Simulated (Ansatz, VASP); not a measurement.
# TeP2: VASP beside Ansatz

```
Te P
1.0
     0.00000    3.55662    3.55662
     3.55662    0.00000    3.55662
     3.55662    3.55662    0.00000
Te P
1 2
Direct
  0.50000 0.50000 0.50000
  0.25000 0.25000 0.25000
  0.75000 0.75000 0.75000
```

Alike in both runs: task relaxation of cell and atoms; functional PBE; k mesh 4 × 4 × 4; occupations gaussian, width 0.1 eV; no spin polarisation.

```csv
,VASP,Ansatz
version,VASP 6.6.1,Ansatz 0.2.0
potentials or method,"VASP PAW PBE potentials, release 64 (Te, P), cutoff 600 eV","scalar-relativistic, plane waves, PAW"
valence electrons in the cell,16,26
```

```tsv
	VASP	Ansatz	Ansatz less VASP
gap on the k mesh at the Fermi level, each at its own relaxed structure (eV)	none	none	-
relaxed volume (Å³/atom)	23.08	23.09	+0.011
relaxed cell length with the largest relative difference (Å)	4.609	4.610	+0.0007
```

A gap of «none» marks a metal or a gap that the smearing closes. VASP's potentials hold 16 valence electrons a cell and Ansatz's 26, so a difference there can come from the potentials and not from the codes.

The k mesh is coarse, so the values compare programs but aren't converged. Neither program's run includes spin-orbit coupling. Noted on VASP's run: the volume moved by over 15 % at a fixed basis, so the end points are rough.
